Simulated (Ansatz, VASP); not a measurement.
One calculation of Ti, two programs

The input INCAR:

```
ALGO = Fast
EDIFF = 1E-6
ENCUT = 520
GGA = PS
ISIF = 2
ISMEAR = 0
LASPH = True
LCHARG = False
LREAL = False
LWAVE = False
NBANDS = 12
NELM = 100
PREC = Accurate
SIGMA = 0.15
```

KPOINTS

```
k-points
0
Gamma
  22 22 22
```

The input POSCAR:

```
Ti
1.0
   -1.4344401104      1.4344401104      1.7949149101
    1.4344401104     -1.4344401104      1.7949149101
    1.4344401104      1.4344401104     -1.7949149101
Ti
1
Direct
    0.0000000000      0.0000000000      0.0000000000
```

Input for Ansatz:

```yaml
crystal:
  lattice:
    - [-1.4344401104, 1.4344401104, 1.7949149101]
    - [1.4344401104, -1.4344401104, 1.7949149101]
    - [1.4344401104, 1.4344401104, -1.7949149101]
  atoms:
    - { symbol: Ti, position: [0.0, 0.0, 0.0] }
basis:
  ecutwfc: 520.0
kpoints:
  mp_grid: { grid: [22, 22, 22] }
hamiltonian:
  xc: pbesol
  pseudopotentials: { kind: paw, azcp: { folder: soft_1 } }
scf:
  occupations: { method: gaussian, width: 0.15 }
output:
  forces: true
  stress: true
  eigenvalues: true
```

Alike in both runs: task single point; functional PBEsol; k mesh 22 × 22 × 22; occupations gaussian, width 0.15 eV; no spin polarisation.

```csv
,VASP,Ansatz
version,VASP 6.6.1,Ansatz 0.2.0
potentials or method,"VASP PAW PBE potentials, release 64 (Ti_sv), cutoff 520 eV","scalar-relativistic, plane waves, PAW"
valence electrons in the cell,12,12
```

Ansatz gave:

| Quantity | Value |
| --- | --- |
| gap on the k mesh at the Fermi level (eV) | none |
| pressure (GPa) | 16.8 |
| traceless stress, the component that is largest in VASP (GPa) | 1.90 |

Task: Which values does VASP return?

Result: gap on the k mesh at the Fermi level (eV): none; pressure (GPa): 16.2; traceless stress, the component that is largest in VASP (GPa): 1.94.

VASP's potentials were made for PBE, not for PBEsol, and Ansatz warns of the same on its side. A gap of «none» marks a metal or a gap that the smearing closes.
